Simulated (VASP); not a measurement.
Write the native input for VASP 6.6.1 that does the following.

```yaml
Task: single point
Functional: PBE
Potentials_or_basis: VASP PAW PBE potentials, release 64 (Yb)
Cutoff: 600 eV
k_mesh: 7 × 7 × 4
Occupations: fermi-dirac, width 0.1 eV
Spin: no spin polarisation
Dipole_correction: no
Further_INCAR_settings: ALGO = Normal; EDIFF = 1e-06; NBANDS = 31
```

The structure of Yb lies in POSCAR:

```
Yb
1.0
    3.8799000000      0.0000000000      0.0000000000
   -1.9399500000      3.3600919600      0.0000000000
    0.0000000000      0.0000000000      6.3859000000
Yb
2
Direct
    0.3333333338      0.6666666677      0.2500000000
    0.6666666662      0.3333333323      0.7500000000
```

The input as run:

INCAR

```
ALGO = Normal ; EDIFF = 1E-6
ENCUT = 600 ; GGA = PE
GGA_COMPAT = F ; ISIF = 2
ISMEAR = -1 ; LASPH = T
LCHARG = F ; LMAXMIX = 6
LREAL = F ; LWAVE = F
NBANDS = 31 ; NELM = 200
PREC = Accurate ; SIGMA = 0.1
```

KPOINTS

```
k-points
0
Gamma
  7 7 4
```

Potentials or basis: VASP PAW PBE potentials, release 64 (Yb).

Launch:

```bash
$ cat potpaw_PBE.64/Yb/POTCAR > POTCAR
$ mpirun -np 1 vasp_std > vasp.out
```

Results of the run:

```yaml
Pressure: -2.5 GPa
Band_gap_on_the_k_mesh: zero (band 24 reaches 1.17 eV, above the bottom of band 25 at 1.09 eV)
```

Caveat: spin-orbit coupling is left out, which moves the levels of the heavy elements.

Run time: 110 s on 1 thread of AMD EPYC 9R45 96-Core Processor (Zen 5), on a shared host, peak memory 0.24 GiB.
